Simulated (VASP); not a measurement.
**Ag: single point with PBEsol**

The system is Ag.

```
Ag
1.0
     3.09643    0.00000    0.00000
    -1.54821    2.68159    0.00000
     0.00000    0.00000    4.87834
Ag
2
Direct
  0.33333 0.66667 0.25000
  0.66667 0.33333 0.75000
```

This cell differs from its parent crystal: strain +0.080 along x and y, +0.040 along z.

```yaml
Program: VASP 6.6.1
Task: single point
Functional: PBEsol
Potentials_or_basis: VASP PAW PBE potentials, release 64 (Ag)
Cutoff: 520 eV
k_mesh: 24 × 24 × 14
Occupations: gaussian, width 0.15 eV
Spin: no spin polarisation
```

The pressure is -13.1 GPa and the band gap on the k mesh is zero (bands 11 and 12 overlap by 6.70 eV).

Stress tensor (GPa, compression positive):
```
-13.58   0.00   0.00
  0.00 -13.58   0.00
  0.00   0.00 -12.01
```

Levels at points of the mesh, in eV from the Fermi level:
```tsv
k point	band 9	band 10	band 11	band 12	band 13	band 14
(0.00, 0.00, 0.00)	-3.84	-2.98	-2.98	0.20	3.14	14.76
(0.50, 0.00, 0.00)	-2.83	-2.80	0.02	0.97	6.32	6.53
(0.00, 0.00, 0.50)	-3.22	-3.22	-3.22	-3.22	10.56	10.56
(0.50, 0.00, 0.50)	-2.88	-2.88	0.85	0.85	3.56	3.56
```

It took 6.3 min on 1 thread of Intel Xeon 8259CL, on a shared host, peak memory 0.39 GiB.

Caveat: the cell differs from its parent crystal (strain +0.080 along x and y, +0.040 along z); the cell stands under tension; the PAW data sets were made with another functional, which shifts forces and pressure a little.
